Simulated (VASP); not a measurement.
# Y (R-3m) in VASP: a series of runs

The runs below take Y through single point, with PBE.

Program: VASP 6.6.1. These are calculated values, not measurements. Logs are shortened: lines on timing, memory, paths and dates and some standing lists are left out, and cuts for length are marked.

## (1) The cell of the first run

Symmetry: R-3m, No. 166, trigonal system. Conventional cell: a = 4.883 Å, b = 4.883 Å, c = 11.962 Å, α = 90.00°, β = 90.00°, γ = 120.00°. Y (site symmetry 3m) has 4 Y at 2.90 to 3.29 Å within 3.8 Å.

## (2) Single point, PBE (shortest bond scaled by 1.1)

The input, INCAR:

```
SYSTEM = Y
ALGO = Normal
EDIFF = 1E-6
ENCUT = 520
GGA = PE
ISIF = 2
ISMEAR = -1
LASPH = .True.
LCHARG = .True.
LELF = .True.
LREAL = .False.
LVHAR = .True.
LWAVE = .False.
NBANDS = 18
NELM = 80
PREC = Accurate
SIGMA = 0.05
```

The input, KPOINTS:

```
k-points
0
Gamma
  8 8 8
  0 0 0
```

The input, POSCAR:

```
Y
1.0
    0.0000000000      3.4531162769      3.4531162769
    3.4531162769      0.0000000000      3.4531162769
    3.4531162769      3.4531162769      0.0000000000
Y
2
Direct
   -0.0875000000     -0.1375000000     -0.1375000000
    0.0875000000      0.1375000000      0.1375000000
```

Potentials or basis: VASP PAW PBE potentials, release 64 (Y_sv).

The run is started by

```sh
$ cat potpaw_PBE.64/Y_sv/POTCAR > POTCAR
$ mpirun -np 1 vasp_std > vasp.out
```

OUTCAR:

```text
SYSTEM = Y
   EDIFF = 1E-6
   ENCUT = 520
   GGA = PE
   ISIF = 2
   ISMEAR = -1
   LASPH = .True.
   LREAL = .False.
   NELM = 80
   PREC = Accurate

 ion  position               nearest neighbor table
   1  0.913  0.862  0.862-   2 2.90   2 2.90   2 2.90   2 3.29
   2  0.087  0.138  0.138-   1 2.90   1 2.90   1 2.90   1 3.29

  LATTYP: Found a face centered cubic cell.
 ALAT       =     6.9062325538

  Lattice vectors:

 A1 = (   0.0000000000,   3.4531162769,   3.4531162769)
 A2 = (   3.4531162769,   0.0000000000,   3.4531162769)
 A3 = (   3.4531162769,   3.4531162769,   0.0000000000)

Analysis of symmetry for initial positions (statically):
=====================================================================
 Subroutine PRICEL returns:
 Original cell was already a primitive cell.

 Routine SETGRP: Setting up the symmetry group for a
 face centered cubic supercell.

 Subroutine GETGRP returns: Found 12 space group operations
 (whereof  4 operations were pure point group operations)
 out of a pool of 48 trial point group operations.

The static configuration has the point symmetry C_2h.
 The point group associated with its full space group is D_3d.

Analysis of symmetry for dynamics (positions and initial velocities):
=====================================================================
 Subroutine PRICEL returns:
 Original cell was already a primitive cell.

 Routine SETGRP: Setting up the symmetry group for a
 face centered cubic supercell.

 Subroutine GETGRP returns: Found 12 space group operations
 (whereof  4 operations were pure point group operations)
 out of a pool of 48 trial point group operations.

The dynamic configuration has the point symmetry C_2h.
 The point group associated with its full space group is D_3d.

 Subroutine INISYM returns: Found 12 space group operations
 (whereof  4 operations are pure point group operations),
 and found     1 'primitive' translations

----------------------------------------------------------------------------------------

                                     Primitive cell

  volume of cell :      82.3500

  direct lattice vectors                    reciprocal lattice vectors
     0.000000000  3.453116277  3.453116277    -0.144796746  0.144796746  0.144796746
     3.453116277  0.000000000  3.453116277     0.144796746 -0.144796746  0.144796746
     3.453116277  3.453116277  0.000000000     0.144796746  0.144796746 -0.144796746

  length of vectors
     4.883443871  4.883443871  4.883443871     0.250795321  0.250795321  0.250795321

  position of ions in fractional coordinates (direct lattice)
     0.912500000  0.862500000  0.862500000
     0.087500000  0.137500000  0.137500000

  ion indices of the primitive-cell ions
   primitive index   ion index
                 1           1
                 2           2

----------------------------------------------------------------------------------------

 KPOINTS: k-points

Automatic generation of k-mesh.
 Grid dimensions read from file:
 generate k-points for:    8    8    8

 Generating k-lattice:

  Cartesian coordinates                     Fractional coordinates (reciprocal lattice)
    -0.018099593  0.018099593  0.018099593     0.125000000  0.000000000  0.000000000
     0.018099593 -0.018099593  0.018099593     0.000000000  0.125000000  0.000000000
     0.018099593  0.018099593 -0.018099593     0.000000000  0.000000000  0.125000000

  Length of vectors
     0.031349415  0.031349415  0.031349415

  Shift w.r.t. Gamma in fractional coordinates (k-lattice)
     0.000000000  0.000000000  0.000000000

 Subroutine IBZKPT returns following result:
 ===========================================

 Found     65 irreducible k-points:

 Following reciprocal coordinates:
            Coordinates               Weight
  0.000000  0.000000  0.000000      1.000000
  0.125000  0.000000  0.000000      2.000000
  0.000000  0.125000  0.000000      6.000000
  0.250000  0.000000  0.000000      2.000000
  0.000000  0.250000  0.000000      6.000000
  0.375000  0.000000  0.000000      2.000000
[... 16 lines left out ...]
 -0.250000  0.125000  0.000000      6.000000
  0.000000 -0.250000  0.125000     12.000000
 [... further k-points ...]
   k-points           NKPTS =     65   k-points in BZ     NKDIM =     65   number of bands    NBANDS=     18
   number of dos      NEDOS =    301   number of ions     NIONS =      2
   total plane-waves  NPLWV =  46656
   dimension x,y,z NGX =    36 NGY =   36 NGZ =   36
   dimension x,y,z NGXF=    72 NGYF=   72 NGZF=   72
   ions per type =               2
   NGX,Y,Z   is equivalent  to a cutoff of  12.26, 12.26, 12.26 a.u.
   NGXF,Y,Z  is equivalent  to a cutoff of  24.51, 24.51, 24.51 a.u.
 SYSTEM =  Y
   PREC   = accura    normal or accurate (medium, high low for compatibility)
   ISTART =      0    job   : 0-new  1-cont  2-samecut
   ICHARG =      2    charge: 1-file 2-atom 10-const
   ISPIN  =      1    spin polarized calculation?
   LNONCOLLINEAR =      F non collinear calculations
   LSORBIT =      F    spin-orbit coupling
   LASPH  =      T    aspherical Exc in radial PAW
   ENCUT  =  520.0 eV  38.22 Ry    6.18 a.u.   9.08  9.08  9.08*2*pi/ulx,y,z
   NELM   =     80;   NELMIN=  2; NELMDL= -5     # of ELM steps
   EDIFF  = 0.1E-05   stopping-criterion for ELM
   LREAL  =      F    real-space projection
   EDIFFG = 0.1E-04   stopping-criterion for IOM
   NSW    =      0    number of steps for IOM
   IBRION =     -1    ionic relax: 0-MD 1-quasi-New 2-CG
   NFREE  =      0    steps in history (QN), initial steepest desc. (CG)
   ISIF   =      2    stress and relaxation
   ISYM   =      2    0-nonsym 1-usesym 2-fastsym
   POTIM  = 0.5000    time-step for ionic-motion
   TEBEG  =    0.0;   TEEND  =   0.0 temperature during run
   PSTRESS=    0.0 pullay stress
   NELECT =      22.0000    total number of electrons
   NUPDOWN=      -1.0000    fix difference up-down
   EMIN   =  10.00;   EMAX   =-10.00  energy-range for DOS
   EFERMI =   0.00;   METHOD = LEGACY
   ISMEAR =    -1;   SIGMA  =   0.05  broadening in eV -4-tet -1-fermi 0-gaus
   EFERMI_NEDOS =   21; number of points for ismear=-14 and -15
   IALGO  =     38    algorithm
   IMIX   =      4    mixing-type and parameters
     AMIX     =   0.40;   BMIX     =  1.00
     AMIX_MAG =   1.60;   BMIX_MAG =  1.00
  volume/ion in A,a.u.               =      41.17       277.86
  Fermi-wavevector in a.u.,A,eV,Ry     =   1.054374  1.992477 15.125647  1.111704
  Thomas-Fermi vector in A             =   2.189531
   LORBIT       =      0    0 simple, 1 ext, 2 COOP (PROOUT), +10 PAW based schemes
   GGA     = PE    functional components
   LHFCALC =     F    Hartree Fock is set to
   AEXX    =    0.0000 exact exchange contribution
   IVDW    =     0    specifies the selected vdW correction
   LEPSILON=     F    determine dielectric tensor
   LRPA    =     F    only Hartree local field effects (RPA)
 non-spin polarized calculation
  energy-cutoff  :      520.00
  volume of cell :       82.35
 maximum number of plane-waves:      2252
   NGX = 19   NGY = 19   NGZ = 19

 number of electron      22.0000000 magnetization

 Free energy of the ion-electron system (eV)
  ---------------------------------------------------
  ext. energy  EPLUGINS =         0.00000000
  ---------------------------------------------------
  free energy    TOTEN  =        -8.88483072 eV

  energy without entropy =       -8.85496904  energy(sigma->0) =       -8.86989988

 E-fermi :   1.5642     XC(G=0):  -8.3759

 val. band max:        1.5635931855   @ k =   0.0000   0.0000   0.0000
 cond. band min:       1.5800558562   @ k =   0.0000  -0.3750   0.2500
 fundamental gap:      0.0164626708
 Fermi energy:         1.5642370350

 k-point     1 :       0.0000    0.0000    0.0000
  band No.  band energies     occupation
      1     -41.6538      2.00000
      2     -41.2802      2.00000
      3     -22.0403      2.00000
      4     -22.0403      2.00000
      5     -21.5608      2.00000
      6     -21.4098      2.00000
[... 10 lines left out ...]
     17       4.3646      0.00000
     18       6.6086      0.00000

 k-point     2 :       0.1250    0.0000    0.0000
  band No.  band energies     occupation
      1     -41.6498      2.00000
      2     -41.2842      2.00000
      3     -22.0454      2.00000
      4     -22.0454      2.00000
      5     -21.6002      2.00000
      6     -21.3733      2.00000
[... 10 lines left out ...]
     17       3.9441      0.00000
     18       6.5164      0.00000

 k-point     3 :       0.0000    0.1250    0.0000
  band No.  band energies     occupation
      1     -41.6421      2.00000
      2     -41.2925      2.00000
      3     -22.0561      2.00000
      4     -22.0277      2.00000
      5     -21.5842      2.00000
      6     -21.3897      2.00000
[... 10 lines left out ...]
     17       4.2308      0.00000
     18       6.5892      0.00000

 k-point     4 :       0.2500    0.0000    0.0000
  band No.  band energies     occupation
      1     -41.6398      2.00000
      2     -41.2944      2.00000
      3     -22.0575      2.00000
      4     -22.0575      2.00000
      5     -21.6653      2.00000
      6     -21.3153      2.00000
[... 10 lines left out ...]
     17       3.6262      0.00000
     18       6.1801      0.00000

 k-point     5 :       0.0000    0.2500    0.0000
  band No.  band energies     occupation
      1     -41.6096      2.00000
      2     -41.3265      2.00000
      3     -22.0921      2.00000
      4     -21.9940      2.00000
      5     -21.6360      2.00000
      6     -21.3455      2.00000
[... 10 lines left out ...]
     17       3.9918      0.00000
     18       6.4399      0.00000

 k-point     6 :       0.3750    0.0000    0.0000
  band No.  band energies     occupation
      1     -41.6291      2.00000
      2     -41.3051      2.00000
      3     -22.0693      2.00000
      4     -22.0693      2.00000
      5     -21.7151      2.00000
      6     -21.2724      2.00000
[... 10 lines left out ...]
     17       4.1173      0.00000
     18       5.5753      0.00000

 k-point     7 :       0.0000    0.3750    0.0000
  band No.  band energies     occupation
      1     -41.5664      2.00000
      2     -41.3711      2.00000
      3     -22.1255      2.00000
      4     -21.9521      2.00000
      5     -21.6916      2.00000
      6     -21.2961      2.00000
[... 10 lines left out ...]
     17       4.6987      0.00000
     18       6.2404      0.00000

 k-point     8 :       0.5000    0.0000    0.0000
  band No.  band energies     occupation
      1     -41.6245      2.00000
      2     -41.3098      2.00000
      3     -22.0741      2.00000
      4     -22.0741      2.00000
      5     -21.7335      2.00000
      6     -21.2568      2.00000
[... 10 lines left out ...]
     17       4.6957      0.00000
     18       4.9535      0.00000
[... 229 lines left out ...]
     17       5.1452      0.00000
     18       6.0768      0.00000

 k-point    20 :      -0.3750    0.1250    0.0000
  band No.  band energies     occupation
      1     -41.6154      2.00000
      2     -41.3195      2.00000
      3     -22.0842      2.00000
      4     -22.0667      2.00000
      5     -21.7001      2.00000
      6     -21.2951      2.00000
[... 10 lines left out ...]
     17       4.5414      0.00000
     18       4.8270      0.00000

 k-point    21 :       0.0000   -0.3750    0.1250
  band No.  band energies     occupation
      1     -41.5411      2.00000
      2     -41.3970      2.00000
      3     -22.1626      2.00000
      4     -21.8852      2.00000
      5     -21.7269      2.00000
      6     -21.2649      2.00000
[... 10 lines left out ...]
     17       4.9413      0.00000
     18       5.8091      0.00000

 k-point    22 :       0.1250    0.0000   -0.3750
  band No.  band energies     occupation
      1     -41.5585      2.00000
      2     -41.3791      2.00000
      3     -22.1299      2.00000
      4     -21.9749      2.00000
      5     -21.6684      2.00000
      6     -21.3312      2.00000
[... 10 lines left out ...]
     17       4.6472      0.00000
     18       6.0806      0.00000

 k-point    23 :      -0.2500    0.1250    0.0000
  band No.  band energies     occupation
      1     -41.6248      2.00000
      2     -41.3100      2.00000
      3     -22.0719      2.00000
      4     -22.0568      2.00000
      5     -21.6690      2.00000
      6     -21.3194      2.00000
[... 10 lines left out ...]
     17       3.9001      0.00000
     18       5.5536      0.00000

 k-point    24 :       0.0000   -0.2500    0.1250
  band No.  band energies     occupation
      1     -41.5824      2.00000
      2     -41.3547      2.00000
      3     -22.1333      2.00000
      4     -21.9346      2.00000
      5     -21.6767      2.00000
      6     -21.3099      2.00000
[... 10 lines left out ...]
     17       4.2253      0.00000
     18       6.1249      0.00000

 [... further k-points ...]

------------------------ aborting loop because EDIFF is reached ----------------------------------------

  FORCE on cell =-STRESS in cart. coord.  units (eV):
  Direction    XX          YY          ZZ          XY          YZ          ZX
  --------------------------------------------------------------------------------------
  -------------------------------------------------------------------------------------
  Total        0.5120434      0.5120434      0.5120434      1.4159594     -1.4159594      1.4159594
  in kB        9.9621648      9.9621648      9.9621648     27.5484882    -27.5484882     27.5484882
  external PRESSURE =       9.9621648 kB  Pullay stress =       0.0000000 kB

 VOLUME and BASIS-vectors are now :
 -----------------------------------------------------------------------------
  energy-cutoff  :      520.00
  volume of cell :       82.35
      direct lattice vectors                 reciprocal lattice vectors
     0.000000000  3.453116277  3.453116277    -0.144796746  0.144796746  0.144796746
     3.453116277  0.000000000  3.453116277     0.144796746 -0.144796746  0.144796746
     3.453116277  3.453116277  0.000000000     0.144796746  0.144796746 -0.144796746

 POSITION                                       TOTAL-FORCE (eV/Angst)
 -----------------------------------------------------------------------------------
      5.95663      6.12928      6.12928         0.079769     -0.079769     -0.079769
      0.94961      0.77695      0.77695        -0.079769      0.079769      0.079769
 -----------------------------------------------------------------------------------
    total drift:                                0.000000      0.000000     -0.000000

  FREE ENERGIE OF THE ION-ELECTRON SYSTEM (eV)
  ---------------------------------------------------
  free  energy   TOTEN  =        -8.8848307151 eV

  energy  without entropy=       -8.8549690367  energy(sigma->0) =       -8.86989988
```

Wall time 35 s (1 thread of Intel Xeon 6975P-C (Granite Rapids), shared host); peak memory 0.26 GiB.

Results:

```yaml
Free_energy: -8.8848 eV
Pressure: 1.0 GPa
Largest_force: 0.138 eV/Å
Band_gap_on_the_k_mesh: zero (bands 11 and 12 overlap by 0.46 eV)
```

Forces in eV/Å, atoms in the order of the input:
```
Y    0.080 -0.080 -0.080
Y   -0.080  0.080  0.080
```

Caveat: the cell differs from its parent crystal (shortest bond scaled by 1.1).

## (3) Single point, PBE (shortest bond scaled by 1.1)

The input, INCAR:

```
PREC = Accurate
ENCUT = 520
EDIFF = 1E-7
ISMEAR = -1
SIGMA = 0.05
LREAL = F
LASPH = T
NELM = 60
ALGO = Normal
ISIF = 2
LWAVE = F
LCHARG = F
GGA = PE
NBANDS = 18
```

The input, KPOINTS:

```
regular mesh
0
Gamma
  8 8 8
```

POSCAR is that of step 2.

Potentials or basis: VASP PAW PBE potentials, release 64 (Y_sv).

The run is started by

```sh
$ cat potpaw_PBE.64/Y_sv/POTCAR > POTCAR
$ mpirun -np 1 vasp_std > vasp.out
```

Run time: 40 s. Hardware: 1 thread of Intel Xeon 6975P-C (Granite Rapids), shared host; peak memory 0.26 GiB.

The run converged. Its results:

```yaml
Free_energy: -8.8848 eV
Pressure: 1.0 GPa
Largest_force: 0.138 eV/Å
Band_gap_on_the_k_mesh: zero (bands 11 and 12 overlap by 0.46 eV)
```

Forces on the atoms (eV/Å):
```
Y    0.080 -0.080 -0.080
Y   -0.080  0.080  0.080
```

Stress tensor (GPa, compression positive):
```
 1.00  2.75  2.75
 2.75  1.00 -2.75
 2.75 -2.75  1.00
```

Levels at points of the mesh, in eV from the Fermi level:
```
           k point  band 9  band 10  band 11  band 12  band 13  band 14
(0.00, 0.00, 0.00)   -3.65     0.00     0.00     0.12     0.88     0.88
(0.50, 0.00, 0.00)   -1.76    -0.43    -0.01    -0.01     1.16     1.16
(0.00, 0.50, 0.00)   -1.57    -0.83    -0.27     0.10     0.36     0.49
(0.50, 0.50, 0.00)   -1.09    -1.00     0.05     0.05     0.55     0.79
```

Caveat: the cell differs from its parent crystal (shortest bond scaled by 1.1).

## (4) Single point, PBE (shortest bond scaled by 0.94)

The input, INCAR:

```
SYSTEM = Y
PREC     = Accurate       ! precision mode
ENCUT    = 520            ! plane-wave cutoff, eV
EDIFF    = 1E-6           ! SCF threshold, eV
ISMEAR   = -1             ! smearing method
SIGMA    = 0.05           ! smearing width, eV
LREAL    = .False.        ! projectors in reciprocal space
LASPH    = .True.         ! aspherical terms in the spheres
NELM     = 60             ! most SCF steps
ALGO     = Normal         ! electronic algorithm
ISIF     = 2              ! what is computed and relaxed
LWAVE    = .False.        ! write WAVECAR
LCHARG   = .True.         ! write CHGCAR
GGA      = PE             ! functional
LELF     = .True.         ! ELF
LVHAR    = .True.       
NBANDS   = 18             ! bands
```

The input, KPOINTS:

```
Automatic mesh
0
Gamma
  8 8 8
  0 0 0
```

The input, POSCAR:

```
Y
1.0
    0.0000000000      3.4531162769      3.4531162769
    3.4531162769      0.0000000000      3.4531162769
    3.4531162769      3.4531162769      0.0000000000
Y
2
Direct
   -0.1475000000     -0.1175000000     -0.1175000000
    0.1475000000      0.1175000000      0.1175000000
```

The run is started by

```sh
$ cat potpaw_PBE.64/Y_sv/POTCAR > POTCAR
$ mpirun -np 1 vasp_std > vasp.out
```

Run time: 38 s. Hardware: 1 thread of Intel Xeon 6975P-C (Granite Rapids), shared host; peak memory 0.26 GiB.

The run converged. Its results:

```yaml
Free_energy: -8.8791 eV
Pressure: 0.9 GPa
Largest_force: 0.450 eV/Å
Band_gap_on_the_k_mesh: zero (bands 11 and 12 overlap by 0.60 eV)
```

Forces in eV/Å, atoms in the order of the input:
```
Y   -0.260  0.260  0.260
Y    0.260 -0.260 -0.260
```

Stress tensor (GPa, compression positive):
```
 0.94 -1.92 -1.92
-1.92  0.94  1.92
-1.92  1.92  0.94
```

Levels at points of the mesh, in eV from the Fermi level:
```csv
k point,band 7,band 8,band 9,band 10,band 11,band 12,band 13,band 14,band 15,band 16
"(0.00, 0.00, 0.00)",-22.85,-22.55,-3.67,-0.05,-0.05,0.42,0.42,0.84,1.93,2.25
"(0.50, 0.00, 0.00)",-22.70,-22.63,-1.55,-0.95,-0.03,-0.03,0.22,0.22,0.79,3.03
"(0.00, 0.50, 0.00)",-22.78,-22.51,-1.66,-0.59,-0.19,0.03,0.67,0.68,0.78,2.83
"(0.50, 0.50, 0.00)",-22.63,-22.49,-1.10,-0.99,0.03,0.05,0.49,0.73,1.95,2.35
```

Caveat: the cell differs from its parent crystal (shortest bond scaled by 0.94).
